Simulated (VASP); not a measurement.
FeCo: electric field gradients with PBE

The system is FeCo.

```
Fe Co
1.0
     2.85700    0.00000    0.00000
     0.00000    2.85700    0.00000
     0.00000    0.00000    2.85700
Fe Co
1 1
Direct
  0.50000 0.50000 0.50000
  0.00000 0.00000 0.00000
```

```
Program                : VASP 6.6.1
Task                   : electric field gradients
Functional             : PBE
Potentials or basis    : VASP PAW PBE potentials, release 64 (Fe, Co)
Cutoff                 : 520 eV
k mesh                 : 11 × 11 × 11
Occupations            : fermi-dirac, width 0.05 eV
Spin                   : collinear spin, ferromagnetic start
Starting moments       : [3.0, 2.0] μB
Dipole correction      : no
Further INCAR settings : ALGO = Normal; EDIFF = 1e-08; NBANDS = 20
```

The pressure is -3.1 GPa. The net moment is 4.50 μB per cell. The site moments are Fe +2.77; Co +1.75 μB, the largest electric field gradient by atom is zero within the noise of the run and the valence electrons inside the program's atomic spheres are Fe 7.13; Co 8.21.

Levels at points of the mesh, in eV from the Fermi level:
Spin up:
| k point | band 7 | band 8 | band 9 | band 10 | band 11 | band 12 | band 13 | band 14 | band 15 | band 16 |
| --- | --- | --- | --- | --- | --- | --- | --- | --- | --- | --- |
| (0.00, 0.00, 0.00) | -2.04 | -2.04 | -0.95 | -0.95 | -0.95 | 8.98 | 8.98 | 8.98 | 14.52 | 14.52 |
Spin down:
```tsv
k point	band 2	band 3	band 4	band 5	band 6	band 7	band 8	band 9	band 10	band 11
(0.00, 0.00, 0.00)	-3.46	-3.46	-1.18	-1.18	-1.18	0.77	0.77	1.45	1.45	1.45
```

Wall time 51 s on 1 thread of AMD EPYC 7R13 Processor (Zen 3), on a shared host, peak memory 0.15 GiB.

Caveat: the cell stands under tension.
